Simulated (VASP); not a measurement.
Here is a VASP 6.6.1 calculation.

POSCAR

```
AlN
1.0
    0.0000000000      2.1839900000      2.1839900000
    2.1839900000      0.0000000000      2.1839900000
    2.1839900000      2.1839900000      0.0000000000
Al N
1 1
Direct
    0.0000000000      0.0000000000      0.0000000000
    0.7500000000      0.7500000000      0.7500000000
```

Contents of INCAR.step1:

```
SYSTEM = AlN
PREC = Accurate
ENCUT = 600
ISMEAR = 0
SIGMA = 0.01
LREAL = .FALSE.
LASPH = .TRUE.
NELM = 100
GGA = PE
ALGO = Normal
EDIFF = 1E-4
LWAVE = .TRUE.
LCHARG = .FALSE.
```

The input INCAR.step2:

```
SYSTEM = AlN
PREC = Accurate
ENCUT = 600
EDIFF = 1E-6
ISMEAR = 0
SIGMA = 0.01
LREAL = .FALSE.
LASPH = .TRUE.
NELM = 100
ALGO = Normal
ISIF = 3
LWAVE = .FALSE.
LCHARG = .FALSE.
METAGGA = R2SCAN
LMIXTAU = .TRUE.
LUSE_VDW = .TRUE.
IVDW_NL = 2
BPARAM = 11.95
CPARAM = 0.0093
IBRION = 2
NSW = 80
EDIFFG = -0.01
ISTART = 1
```

File KPOINTS:

```
Automatic mesh
0
G
  7 7 7
  0 0 0
```

Potentials or basis: VASP PAW PBE potentials, release 64 (Al, N).

Command:

```bash
$ cat potpaw_PBE.64/Al/POTCAR potpaw_PBE.64/N/POTCAR > POTCAR
$ cp INCAR.step1 INCAR
$ mpirun -np 1 vasp_std > vasp.out
$ cp INCAR.step2 INCAR
$ mpirun -np 1 vasp_std > vasp.out
```

(1) Estimate the space group after relaxing (to 0.05 Å).

(2) Predict the band gap on the k mesh.

(3) Predict the relaxed volume.

## Answers

(1) F-43m (No. 216).

(2) 4.20 eV, indirect (least direct gap 4.88 eV).

(3) 10.38 Å³/atom.

Caveat: the PAW data sets were made with another functional, which shifts forces and pressure a little.
